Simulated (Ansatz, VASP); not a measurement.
# One calculation of Mg5ZnO6, two programs

Contents of INCAR:

```
SYSTEM = Mg5ZnO6
PREC = Accurate
ENCUT = 600
EDIFF = 1E-6
ISMEAR = 0
SIGMA = 0.01
LREAL = .False.
LASPH = .True.
NELM = 80
ALGO = Normal
ISIF = 3
LWAVE = .False.
LCHARG = .False.
GGA = PE
IBRION = 2
NSW = 80
EDIFFG = -0.001
```

Contents of KPOINTS:

```
regular mesh
0
Gamma
  12 12 2
  0 0 0
```

Contents of POSCAR:

```
Mg5ZnO6
1.0
    3.0187913742      0.0000000000      0.0000000000
   -1.5093956871      2.6143500188      0.0000000000
    0.0000000000      0.0000000000     14.7673278216
Mg Zn O
5 1 6
Direct
    0.3333333333      0.6666666667      0.8323042667
    0.6666666667      0.3333333333      0.1676957333
    0.3333333333      0.6666666667      0.3338966698
    0.0000000000      0.0000000000      0.5000000000
    0.6666666667      0.3333333333      0.6661033302
    0.0000000000      0.0000000000      0.0000000000
    0.6666666667      0.3333333333      0.9133950012
    0.3333333333      0.6666666667      0.0866049988
    0.0000000000      0.0000000000      0.2508633090
    0.6666666667      0.3333333333      0.4169515992
    0.3333333333      0.6666666667      0.5830484008
    0.0000000000      0.0000000000      0.7491366910
```

Input for Ansatz:

```yaml
crystal:
  lattice:
    - [3.0187913742, 0.0, 0.0]
    - [-1.5093956871, 2.6143500188, 0.0]
    - [0.0, 0.0, 14.7673278216]
  atoms:
    - { symbol: Mg, position: [0.3333333333, 0.6666666667, 0.8323042667] }
    - { symbol: Mg, position: [0.6666666667, 0.3333333333, 0.1676957333] }
    - { symbol: Mg, position: [0.3333333333, 0.6666666667, 0.3338966698] }
    - { symbol: Mg, position: [0.0, 0.0, 0.5] }
    - { symbol: Mg, position: [0.6666666667, 0.3333333333, 0.6661033302] }
    - { symbol: Zn, position: [0.0, 0.0, 0.0] }
    - { symbol: O, position: [0.6666666667, 0.3333333333, 0.9133950012] }
    - { symbol: O, position: [0.3333333333, 0.6666666667, 0.0866049988] }
    - { symbol: O, position: [0.0, 0.0, 0.250863309] }
    - { symbol: O, position: [0.6666666667, 0.3333333333, 0.4169515992] }
    - { symbol: O, position: [0.3333333333, 0.6666666667, 0.5830484008] }
    - { symbol: O, position: [0.0, 0.0, 0.749136691] }
basis:
  ecutwfc: 420
kpoints:
  mp_grid: { grid: [12, 12, 2] }
hamiltonian:
  xc: pbe
scf:
  occupations: { method: fixed }
output:
  forces: true
  stress: true
  eigenvalues: true
  write_density: true
  write_potential: true
  elf: true
  volumetric_format: npy
relax:
  adjacent_minimum: "off"
  f_tol: 0.001
  max_steps: 60
  cell: { stress_tol: 0.01 }
```

Alike in both runs: task relaxation of cell and atoms; functional PBE; k mesh 12 × 12 × 2; no spin polarisation.

|  | VASP | Ansatz |
| --- | --- | --- |
| version | VASP 6.6.1 | Ansatz 0.2.0 |
| potentials or method | VASP PAW PBE potentials, release 64 (Mg, Zn, O), cutoff 600 eV | scalar-relativistic, plane waves, PAW |
| occupations | gaussian, width 0.01 eV | fixed |
| valence electrons in the cell | 58 | 98 |

|  | VASP | Ansatz | Ansatz less VASP |
| --- | --- | --- | --- |
| gap on the k mesh at the Fermi level, each at its own relaxed structure (eV) | 3.30 | 3.30 | -0.003 |
| relaxed volume (Å³/atom) | 9.67 | 9.71 | +0.045 |
| relaxed length of the cell vector where the two differ most in proportion (Å) | 3.014 | 3.019 | +0.0049 |

VASP's potentials hold 58 valence electrons a cell and Ansatz's 98, so a difference there can come from the potentials and not from the codes.
